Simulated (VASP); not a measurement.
Here is a VASP 6.6.1 calculation.

The input INCAR:

```
  ALGO = Normal
  EDIFF = 1E-6
  ENCUT = 520
  GGA = PE
  ISIF = 2
  ISMEAR = 0
  LASPH = True
  LCHARG = True
  LELF = True
  LREAL = Auto
  LVHAR = True
  LWAVE = False
  NBANDS = 73
  NELM = 60
  PREC = Accurate
  SIGMA = 0.05
```

The input KPOINTS:

```
k-points
0
Gamma
  6 6 2
```

File POSCAR:

```
BaTiO3
1.0
    2.8630706609     -1.6529946168     -2.3563003513
    0.0000000000      3.3059892335     -2.3563003513
    8.4828666895      4.8975853667      6.9827563800
Ba Ti O
3 3 9
Direct
    0.9952268461      0.9952268461      0.9308663525
    0.9950953383      0.9950953383      0.2558864176
    0.9951610922      0.9951610922      0.5933763850
    0.4808303977      0.4808303977      0.0919449284
    0.4808961516      0.4808961516      0.4294348959
    0.4809619056      0.4809619056      0.7669248633
    0.5116220400      0.0222456197      0.0815523747
    0.5116877939      0.0223113736      0.4190423422
    0.5117535478      0.0223771275      0.7565323096
    0.0222456197      0.5116220400      0.0815523747
    0.0223113736      0.5116877939      0.4190423422
    0.0223771275      0.5117535478      0.7565323096
    0.5116542184      0.5116542184      0.2467120069
    0.5117199724      0.5117199724      0.5842019743
    0.5117857263      0.5117857263      0.9216919417
```

Potentials or basis: VASP PAW PBE potentials, release 64 (Ba_sv, Ti_sv, O).

Run with:

```bash
$ cat potpaw_PBE.64/Ba_sv/POTCAR potpaw_PBE.64/Ti_sv/POTCAR potpaw_PBE.64/O/POTCAR > POTCAR
$ mpirun -np 1 vasp_std > vasp.out
```

(1) What does it give for the largest force?

(2) Predict the pressure.

## Answers

(1) 0.659 eV/Å.

(2) 3.5 GPa.
